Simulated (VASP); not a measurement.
Cu: single point with PBEsol

Crystal: Cu.

```xyz
4
Lattice="2.4614 0.0000 0.0000 -1.2307 2.1316 0.0000 0.0000 0.0000 8.0353" Properties=species:S:1:pos:R:3 pbc="T T T"
Cu    0.0000    0.0000    0.0000
Cu    0.0000    1.4211    2.0088
Cu    0.0000    0.0000    4.0177
Cu    1.2307    0.7105    6.0265
```

This isn't the form of Cu at room conditions, which is fcc.

```json
{
  "Program": "VASP 6.6.1",
  "Task": "single point",
  "Functional": "PBEsol",
  "Potentials or basis": "VASP PAW PBE potentials, release 64 (Cu)",
  "Cutoff": "520 eV",
  "k mesh": "10 × 10 × 3",
  "Occupations": "fermi-dirac, width 0.1 eV",
  "Spin": "no spin polarisation",
  "Dipole correction": "no",
  "Further INCAR settings": "ALGO = Normal; EDIFF = 1e-07; NBANDS = 30"
}
```

The pressure is 15.2 GPa. The band gap on the k mesh is zero (bands 22 and 23 overlap by 5.08 eV).

Stress tensor (GPa, compression positive):
```
15.40  0.00  0.00
 0.00 15.40  0.00
 0.00  0.00 14.72
```

Levels at points of the mesh, in eV from the Fermi level:
```tsv
k point	band 20	band 21	band 22	band 23	band 24	band 25	band 26	band 27
(0.00, 0.00, 0.00)	-2.08	-2.08	-1.74	-1.74	-1.34	4.40	13.46	13.46
(0.50, 0.00, 0.00)	-1.56	-0.84	0.25	1.10	1.70	5.22	5.24	9.11
```

Wall time 60 s on 1 thread of Intel Xeon 8259CL (shared host), peak memory 0.16 GiB.

Caveat: the cell stands under pressure; the PAW data sets were made with another functional, which shifts forces and pressure a little.
